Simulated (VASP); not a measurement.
Zr4ScO: single point with PBE

The system is Zr4ScO.

```
Zr Sc O
1.0
     0.00000    3.50709    3.50709
     3.50709    0.00000    3.50709
     3.50709    3.50709    0.00000
Zr Sc O
4 1 1
Cartesian
  4.3900 2.6242 4.3900
  4.3900 4.3900 2.6242
  2.6242 4.3900 4.3900
  2.6242 2.6242 2.6242
  5.2606 5.2606 5.2606
  0.0000 0.0000 0.0000
```

The cell was built from a structure type or drawn by symmetry, and may not be a known phase.

```json
{
  "Program": "VASP 6.6.1",
  "Task": "single point",
  "Functional": "PBE",
  "Potentials or basis": "VASP PAW PBE potentials, release 64 (Zr_sv, Sc_sv, O)",
  "Cutoff": "600 eV",
  "k mesh": "4 × 4 × 4",
  "Occupations": "gaussian, width 0.1 eV",
  "Spin": "no spin polarisation",
  "Dipole correction": "no",
  "Further INCAR settings": "ALGO = Normal; EDIFF = 1e-06; NBANDS = 42"
}
```

| Item | Value |
| --- | --- |
| Pressure | 65.5 GPa |
| Largest force | 1.463 eV/Å |
| Band gap on the k mesh | zero (an odd number of electrons rules out a gap without spin polarisation) |

Forces on the atoms (eV/Å):
```
Zr  -0.845  0.845 -0.845
Zr  -0.845 -0.845  0.845
Zr   0.845 -0.845 -0.845
Zr   0.845  0.845  0.845
Sc   0.000  0.000  0.000
O    0.000  0.000  0.000
```

Levels at points of the mesh, in eV from the Fermi level:
```tsv
k point	band 29	band 30	band 31	band 32	band 33	band 34	band 35	band 36
(0.00, 0.00, 0.00)	-3.05	-1.49	-1.49	-0.07	-0.07	-0.07	1.73	1.73
(0.50, 0.00, 0.00)	-0.92	-0.92	-0.67	-0.22	0.38	0.38	1.63	1.63
(0.50, 0.50, 0.00)	-1.17	-1.17	-0.58	0.24	0.41	0.62	0.62	2.12
```

It took 72 s on 1 thread of AMD EPYC 7R43 64-Core Processor (Zen 3) (shared host), peak memory 0.21 GiB.

Caveat: the k points lie up to 0.39 Å⁻¹ apart, too coarse for converged energies and pressures of a metal; an odd number of electrons without spin polarisation forces a metal; a magnetic or distorted state may lie lower.
